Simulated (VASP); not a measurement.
# Al9N in VASP: notebook, part 2 of 2

VASP 6.6.1.

## (6) Single point, PBE

INCAR reads:

```
  ALGO = Normal
  DIPOL = 0.5 0.5 0.304
  EDIFF = 1E-6
  ENCUT = 520
  GGA = PE
  IDIPOL = 3
  ISIF = 2
  ISMEAR = 0
  LASPH = T
  LCHARG = T
  LDIPOL = T
  LELF = T
  LREAL = Auto
  LVACPOTAV = T
  LVHAR = T
  LWAVE = F
  NBANDS = 48
  NELM = 100
  PREC = Accurate
  SIGMA = 0.1
```

KPOINTS reads:

```
k-points
0
Gamma
  5 3 1
```

POSCAR reads:

```
Al9N
1.0
    5.7070863110      0.0000000000      0.0000000000
   -1.4267715777      9.7014842372      0.0000000000
    0.0000000000      0.0000000000     22.7903703877
Al N
18 2
Direct
    0.2662216041      0.0648864163      0.1755127245
    0.7662216041      0.0648864163      0.1755127245
    0.3354806058      0.3419224231      0.2192029851
    0.8354806058      0.3419224231      0.2192029851
    0.1493324061      0.5973296244      0.2279410371
    0.6493324061      0.5973296244      0.2279410371
    0.4631842064      0.8527368258      0.2366790893
    0.9631842064      0.8527368258      0.2366790893
    0.0319772075      0.1277109158      0.2808262501
    0.5319772075      0.1277109158      0.2808262501
    0.0997917578      0.4042231245      0.3301071117
    0.5997917578      0.4042231245      0.3301071117
    0.4144000538      0.6596656467      0.3369822073
    0.9144000538      0.6596656467      0.3369822073
    0.2263076930      0.9110819227      0.3449259125
    0.7263076930      0.9110819227      0.3449259125
    0.2962427187      0.1814071959      0.3857054641
    0.7962427187      0.1814071959      0.3857054641
    0.3651301208      0.9110819227      0.4997887351
    0.5874852651      0.9110819227      0.4997887351
```

Potentials or basis: VASP PAW PBE potentials, release 64 (Al, N).

Started as:

```bash
$ cat potpaw_PBE.64/Al/POTCAR potpaw_PBE.64/N/POTCAR > POTCAR
$ mpirun -np 1 vasp_std > vasp.out
```

OUTCAR:

```text
EDIFF = 1E-6
   ENCUT = 520
   GGA = PE
   ISIF = 2
   ISMEAR = 0
   LASPH = T
   LREAL = Auto
   NELM = 100
   PREC = Accurate

 ion  position               nearest neighbor table
   1  0.266  0.065  0.176-   2 2.85   2 2.85   9 2.86  10 2.86   7 2.87   3 2.87   8 2.87
   2  0.766  0.065  0.176-   1 2.85   1 2.85  10 2.86   9 2.86   8 2.87   4 2.87   7 2.87
   3  0.335  0.342  0.219-   4 2.85   4 2.85   6 2.87   5 2.87   1 2.87   9 2.89  10 2.89  12 2.96
                            11 2.97
   4  0.835  0.342  0.219-   3 2.85   3 2.85   5 2.87   6 2.87   2 2.87  10 2.89   9 2.89  11 2.96
                            12 2.97
   5  0.149  0.597  0.228-   6 2.85   6 2.85   4 2.87   3 2.87   7 2.87   8 2.87  13 2.93  14 2.93
                            11 2.99
   6  0.649  0.597  0.228-   5 2.85   5 2.85   3 2.87   4 2.87   8 2.87   7 2.87  14 2.93  13 2.93
                            12 2.99
   7  0.463  0.853  0.237-  10 2.85   8 2.85   8 2.85   5 2.87   1 2.87   6 2.87   2 2.87  16 2.90
                            15 2.91  13 2.96
   8  0.963  0.853  0.237-   9 2.85   7 2.85   7 2.85   6 2.87   2 2.87   5 2.87   1 2.87  15 2.90
                            16 2.91  14 2.96
   9  0.032  0.128  0.281-  18 2.83  17 2.83   8 2.85  10 2.85  10 2.85   1 2.86   2 2.86   3 2.89
                             4 2.89  11 2.91  15 2.93  16 2.93
  10  0.532  0.128  0.281-  17 2.83  18 2.83   7 2.85   9 2.85   9 2.85   2 2.86   1 2.86   4 2.89
                             3 2.89  12 2.91  16 2.93  15 2.93
  11  0.100  0.404  0.330-  12 2.85  12 2.85  14 2.86  13 2.87  18 2.88  17 2.89   9 2.91   4 2.96
                             3 2.97   5 2.99
  12  0.600  0.404  0.330-  11 2.85  11 2.85  13 2.86  14 2.87  17 2.88  18 2.89  10 2.91   3 2.96
                             4 2.97   6 2.99
  13  0.414  0.660  0.337-  16 2.83  15 2.83  14 2.85  14 2.85  12 2.86  11 2.87   5 2.93   6 2.93
                             7 2.96
  14  0.914  0.660  0.337-  15 2.83  16 2.83  13 2.85  13 2.85  11 2.86  12 2.87   6 2.93   5 2.93
                             8 2.96
  15  0.226  0.911  0.345-  17 2.78  14 2.83  13 2.83  16 2.85  16 2.85   8 2.90   7 2.91   9 2.93
                            10 2.93
  16  0.726  0.911  0.345-  18 2.78  13 2.83  14 2.83  15 2.85  15 2.85   7 2.90   8 2.91  10 2.93
                             9 2.93
  17  0.296  0.181  0.386-  15 2.78  10 2.83   9 2.83  18 2.85  18 2.85  12 2.88  11 2.89
  18  0.796  0.181  0.386-  16 2.78   9 2.83  10 2.83  17 2.85  17 2.85  11 2.88  12 2.89
  19  0.365  0.911  0.500-  20 1.27
  20  0.587  0.911  0.500-  19 1.27

  LATTYP: Found a simple monoclinic cell.
 ALAT       =     5.7070863110
 B/A-ratio  =     3.9933460168
 C/A-ratio  =     1.7181865164
 COS(beta)  =    -0.1455022476

  Lattice vectors:

 A1 = (   5.7070863110,   0.0000000000,   0.0000000000)
 A2 = (   0.0000000000,   0.0000000000, -22.7903703877)
 A3 = (  -1.4267715777,   9.7014842372,   0.0000000000)

Analysis of symmetry for initial positions (statically):
=====================================================================
 Subroutine PRICEL returns:
 Original cell was already a primitive cell.

 Routine SETGRP: Setting up the symmetry group for a
 simple monoclinic supercell.

 Subroutine GETGRP returns: Found  1 space group operations
 (whereof  1 operations were pure point group operations)
 out of a pool of  4 trial point group operations.

The static configuration has the point symmetry C_1 .

Analysis of symmetry for dynamics (positions and initial velocities):
=====================================================================
 Subroutine PRICEL returns:
 Original cell was already a primitive cell.

 Routine SETGRP: Setting up the symmetry group for a
 simple monoclinic supercell.

 Subroutine GETGRP returns: Found  1 space group operations
 (whereof  1 operations were pure point group operations)
 out of a pool of  4 trial point group operations.

[... 112 lines left out ...]
   ICHARG =      2    charge: 1-file 2-atom 10-const
   ISPIN  =      1    spin polarized calculation?
   LNONCOLLINEAR =      F non collinear calculations
   LSORBIT =      F    spin-orbit coupling
   LASPH  =      T    aspherical Exc in radial PAW
   ENCUT  =  520.0 eV  38.22 Ry    6.18 a.u.  10.61 18.23 42.37*2*pi/ulx,y,z
   NELM   =    100;   NELMIN=  2; NELMDL= -5     # of ELM steps
   EDIFF  = 0.1E-05   stopping-criterion for ELM
   LREAL  =      T    real-space projection
   EDIFFG = 0.1E-04   stopping-criterion for IOM
   NSW    =      0    number of steps for IOM
   IBRION =     -1    ionic relax: 0-MD 1-quasi-New 2-CG
   NFREE  =      0    steps in history (QN), initial steepest desc. (CG)
   ISIF   =      2    stress and relaxation
   ISYM   =      2    0-nonsym 1-usesym 2-fastsym
   POTIM  = 0.5000    time-step for ionic-motion
   TEBEG  =    0.0;   TEEND  =   0.0 temperature during run
   PSTRESS=    0.0 pullay stress
   NELECT =      64.0000    total number of electrons
   NUPDOWN=      -1.0000    fix difference up-down
   EMIN   =  10.00;   EMAX   =-10.00  energy-range for DOS
   EFERMI =   0.00;   METHOD = LEGACY
   ISMEAR =     0;   SIGMA  =   0.10  broadening in eV -4-tet -1-fermi 0-gaus
   EFERMI_NEDOS =   21; number of points for ismear=-14 and -15
   IALGO  =     38    algorithm
   IMIX   =      4    mixing-type and parameters
     AMIX     =   0.40;   BMIX     =  1.00
     AMIX_MAG =   1.60;   BMIX_MAG =  1.00
  volume/ion in A,a.u.               =      63.09       425.77
  Fermi-wavevector in a.u.,A,eV,Ry     =   0.605992  1.145159  4.996416  0.367226
  Thomas-Fermi vector in A             =   1.659921
   LORBIT       =      0    0 simple, 1 ext, 2 COOP (PROOUT), +10 PAW based schemes
   GGA     = PE    functional components
   LHFCALC =     F    Hartree Fock is set to
   AEXX    =    0.0000 exact exchange contribution
   IVDW    =     0    specifies the selected vdW correction
   LEPSILON=     F    determine dielectric tensor
   LRPA    =     F    only Hartree local field effects (RPA)
 non-spin polarized calculation
 Gauss-broadening in eV      SIGMA  =   0.10
  energy-cutoff  :      520.00
  volume of cell :     1261.84
 maximum number of plane-waves:     34010
   NGX = 21   NGY = 37   NGZ = 85

 dipolmoment           0.000000      0.000000     -0.001490 electrons x Angstroem

 number of electron      64.0000001 magnetization

 dipolmoment           0.000000      0.000000      0.066264 electrons x Angstroem

 Free energy of the ion-electron system (eV)
  ---------------------------------------------------
  ext. energy  EPLUGINS =         0.00000000
  ---------------------------------------------------
  free energy    TOTEN  =       -76.66277576 eV

  energy without entropy =      -76.61528574  energy(sigma->0) =      -76.63903075

 E-fermi :  -1.1803     XC(G=0):  -3.5386

 val. band max:       -1.2003986800   @ k =   0.0000   0.3333   0.0000
 cond. band min:      -1.1643938348   @ k =   0.2000  -0.0000   0.0000
 fundamental gap:      0.0360048452
 Fermi energy:        -1.1803355863

 k-point     1 :       0.0000    0.0000    0.0000
  band No.  band energies     occupation
      1     -22.4272      2.00000
      2     -11.2467      2.00000
      3     -11.1869      2.00000
      4      -9.7055      2.00000
      5      -9.6061      2.00000
      6      -8.9676      2.00000
[... 365 lines left out ...]
     43       0.7930      0.00000
     44       0.9101      0.00000
 [bands above 44 left out]

------------------------ aborting loop because EDIFF is reached ----------------------------------------

  FORCE on cell =-STRESS in cart. coord.  units (eV):
  Direction    XX          YY          ZZ          XY          YZ          ZX
  --------------------------------------------------------------------------------------
  -------------------------------------------------------------------------------------
  Total      -27.8531906    -12.5891486      0.1750572      0.0091147     -0.6554218      0.0090950
  in kB      -35.3656404    -15.9846428      0.2222729      0.0115730     -0.8321996      0.0115481
  external PRESSURE =     -17.0426701 kB  Pullay stress =       0.0000000 kB

 VOLUME and BASIS-vectors are now :
 -----------------------------------------------------------------------------
  energy-cutoff  :      520.00
  volume of cell :     1261.84
      direct lattice vectors                 reciprocal lattice vectors
     5.707086311  0.000000000  0.000000000     0.175220760  0.025769253  0.000000000
    -1.426771578  9.701484237  0.000000000     0.000000000  0.103077011  0.000000000
     0.000000000  0.000000000 22.790370388     0.000000000  0.000000000  0.043878181

 POSITION                                       TOTAL-FORCE (eV/Angst)
 -----------------------------------------------------------------------------------
      1.42677      0.62949      4.00000        -0.027559      0.157706      0.025018
      4.28031      0.62949      4.00000         0.015844      0.150553      0.027414
      1.42677      3.31715      4.99572        -0.008756      0.037314      0.055613
      4.28031      3.31715      4.99572         0.022292      0.048879      0.053703
      0.00000      5.79498      5.19486        -0.000120     -0.072614      0.024010
      2.85354      5.79498      5.19486        -0.003235     -0.074910      0.022063
[... 12 lines left out ...]
      0.78392      8.83885     11.39037        12.416236     -0.015005      0.033512
      2.05292      8.83885     11.39037       -12.414216     -0.006997      0.038310
 -----------------------------------------------------------------------------------
    total drift:                               -0.008194     -0.032566     -0.007901

  FREE ENERGIE OF THE ION-ELECTRON SYSTEM (eV)
  ---------------------------------------------------
  free  energy   TOTEN  =       -76.6627757551 eV

  energy  without entropy=      -76.6152857369  energy(sigma->0) =      -76.63903075

 vacuum level on the upper side and lower side of the slab         3.218         3.001
```

Run time: 26 min. Hardware: 1 thread of Intel Xeon 8259CL, shared host; peak memory 1.1 GiB.

What came out:

```
Free energy            : -76.6628 eV
Largest force          : 12.416 eV/Å
Band gap on the k mesh : zero (bands 32 and 33 overlap by 0.73 eV)
```

Forces in eV/Å, atoms in the order of the input:
```
Al   -0.028   0.158   0.025
Al    0.016   0.151   0.027
Al   -0.009   0.037   0.056
Al    0.022   0.049   0.054
Al    0.000  -0.073   0.024
Al   -0.003  -0.075   0.022
Al   -0.004  -0.106  -0.131
Al    0.009  -0.097  -0.121
Al   -0.001   0.009   0.001
Al    0.001   0.013  -0.008
Al   -0.001  -0.014   0.000
Al    0.009  -0.011  -0.004
Al   -0.009  -0.007  -0.001
Al   -0.002  -0.012   0.004
Al   -0.026  -0.010  -0.006
Al    0.021   0.000  -0.011
Al   -0.014   0.010  -0.005
Al    0.017   0.001   0.002
N    12.416  -0.015   0.034
N   -12.414  -0.007   0.038
```

## (7) Summary

```tsv
potentials or basis	cell	cutoff (eV)	gap on the mesh (eV)	largest force (eV/Å)
VASP PAW PBE potentials, release 64 (Al, N_h)	as given, atomic positions A	1000	none	9.41
VASP PAW PBE potentials, release 64 (Al, N)	as given, atomic positions B	520	none	2.19
VASP PAW PBE potentials, release 64 (Al, N)	as given, atomic positions C	520	none	5.42
VASP PAW PBE potentials, release 64 (Al, N)	as given, atomic positions D	520	none	10.38
VASP PAW PBE potentials, release 64 (Al, N)	as given, atomic positions E	520	none	12.42
```

Alike in all rows: task single point; level PBE; no spin polarisation; k mesh 5 × 3 × 1; smearing gaussian 0.1 eV.

Caveats: the standard files for N, O and F lose accuracy on very short bonds (at least some runs).

Total energies depend on the potentials used, so only differences within one code and one set of settings carry meaning.

The gap in the log of VASP goes by the Fermi energy; the results here count the filled bands.